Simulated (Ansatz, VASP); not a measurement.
PbS in VASP and in Ansatz

File INCAR:

```
SYSTEM = PbS
PREC = Accurate
ENCUT = 520
EDIFF = 1E-6
ISMEAR = -1
SIGMA = 0.01
LREAL = .FALSE.
LASPH = .TRUE.
NELM = 60
ALGO = Normal
ISIF = 2
LWAVE = .FALSE.
LCHARG = .TRUE.
GGA = PE
LELF = .TRUE.
LVHAR = .TRUE.
NBANDS = 28
```

Contents of KPOINTS:

```
regular mesh
0
G
  7 7 3
  0 0 0
```

The input POSCAR:

```
PbS
1.0
    2.9405000000     -2.9000000000      0.0000000000
    2.9405000000      2.9000000000      0.0000000000
   -1.0800500000      0.0000000000     11.4751042000
Pb S
2 2
Direct
    0.7756000000      0.7756000000      0.6363800000
    0.2244000000      0.2244000000      0.3636200000
    0.2684000000      0.2684000000      0.5986000000
    0.7316000000      0.7316000000      0.4014000000
```

Input for Ansatz:

```yaml
crystal:
  lattice:
    - [2.9405, -2.9, 0.0]
    - [2.9405, 2.9, 0.0]
    - [-1.08005, 0.0, 11.4751042]
  atoms:
    - { symbol: Pb, position: [0.7756, 0.7756, 0.63638] }
    - { symbol: Pb, position: [0.2244, 0.2244, 0.36362] }
    - { symbol: S, position: [0.2684, 0.2684, 0.5986] }
    - { symbol: S, position: [0.7316, 0.7316, 0.4014] }
kpoints:
  mp_grid: { grid: [7, 7, 3] }
  band_path:
    path:
      - [0.0, 0.0, 0.0]
      - [-0.4953149522, 0.4953149522, 0.0]
      - [-0.5046850478, -0.4953149522, 0.0]
      - [-0.5, -0.5, 0.0]
      - [0.0, 0.0, 0.0]
      - [-0.5, -0.5, 0.5]
      - [-0.5164144372, -0.4835855628, 0.5]
      - [-0.4835855628, 0.4835855628, 0.5]
      - [0.0, 0.0, 0.5]
    npoints: 5
scf:
  occupations: { method: fermi_dirac, width: 0.01 }
hamiltonian:
  xc: pbe
  pseudopotentials: { kind: all_electron, lapw: { basis_error: 0.0005 } }
output:
  forces: true
  stress: true
  eigenvalues: true
```

Change from the starting cell: zz strain of -2 %.

Alike in both runs: task single point; functional PBE; k mesh 7 × 7 × 3; occupations fermi-dirac, width 0.01 eV; no spin polarisation.

|  | VASP | Ansatz |
| --- | --- | --- |
| version | VASP 6.6.1 | Ansatz 0.2.0 |
| potentials or method | VASP PAW PBE potentials, release 64 (Pb_d, S), cutoff 520 eV | all-electron LAPW, scalar-relativistic |

|  | VASP | Ansatz | Ansatz less VASP |
| --- | --- | --- | --- |
| gap on the k mesh at the Fermi level (eV) | 1.36 | 1.37 | +0.005 |
| rms of the force components (eV/Å) | 0.085 | 0.083 | -0.0020 |

Atom by atom the forces differ by 0.002 eV/Å (rms over components). Ansatz ran all-electron here, and VASP with PAW potentials.

Neither program's run includes spin-orbit coupling.
